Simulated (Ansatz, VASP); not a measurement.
**One calculation of TaN, two programs**

File INCAR:

```
ALGO = Normal
EDIFF = 1E-6
ENCUT = 700
GGA = PS
GGA_COMPAT = False
ISIF = 2
ISMEAR = 0
LASPH = True
LCHARG = False
LREAL = False
LWAVE = False
NBANDS = 16
NELM = 120
PREC = Accurate
SIGMA = 0.15
```

The input KPOINTS:

```
k-points
0
Gamma
  18 18 18
```

Contents of POSCAR:

```
TaN
1.0
    0.0000000000      2.1790000000      2.1790000000
    2.1790000000      0.0000000000      2.1790000000
    2.1790000000      2.1790000000      0.0000000000
Ta N
1 1
Direct
    0.5143414410      0.5143414410      0.4856585590
    0.0000000000      0.0000000000      0.0000000000
```

Input for Ansatz:

```yaml
crystal:
  lattice:
    - [0.0, 2.179, 2.179]
    - [2.179, 0.0, 2.179]
    - [2.179, 2.179, 0.0]
  atoms:
    - { symbol: Ta, position: [0.514341441, 0.514341441, 0.485658559] }
    - { symbol: "N", position: [0.0, 0.0, 0.0] }
basis:
  ecutwfc: 420
kpoints:
  mp_grid: { grid: [18, 18, 18] }
hamiltonian:
  xc: pbesol
scf:
  occupations: { method: gaussian, width: 0.15 }
output:
  forces: true
  stress: true
  eigenvalues: true
```

Change from the starting cell: all Ta atoms moved +0.062 Å, as atom 1 along Cartesian [0 0 1].

Alike in both runs: task single point; functional PBEsol; k mesh 18 × 18 × 18; occupations gaussian, width 0.15 eV; no spin polarisation.

```csv
,VASP,Ansatz
version,VASP 6.6.1,Ansatz 0.2.0
potentials or method,"VASP PAW PBE potentials, release 64 (Ta_sv_GW, N), cutoff 700 eV","scalar-relativistic, plane waves, PAW"
valence electrons in the cell,18,18
```

|  | VASP | Ansatz | Ansatz less VASP |
| --- | --- | --- | --- |
| gap on the k mesh at the Fermi level (eV) | none | none | - |
| pressure (GPa) | 5.2 | 5.2 | -0.05 |
| traceless stress, the component that is largest in VASP (GPa) | 1.42 | 1.42 | -0.009 |
| rms of the force components (eV/Å) | 0.326 | 0.324 | -0.0026 |

VASP's potentials were made for PBE, not for PBEsol. Atom by atom the forces differ by 0.003 eV/Å (rms over components). A gap of «none» marks a metal or a gap that the smearing closes. The functional is the same, so the differences come from potentials, cutoffs and numerics.

Spin-orbit coupling is off throughout.
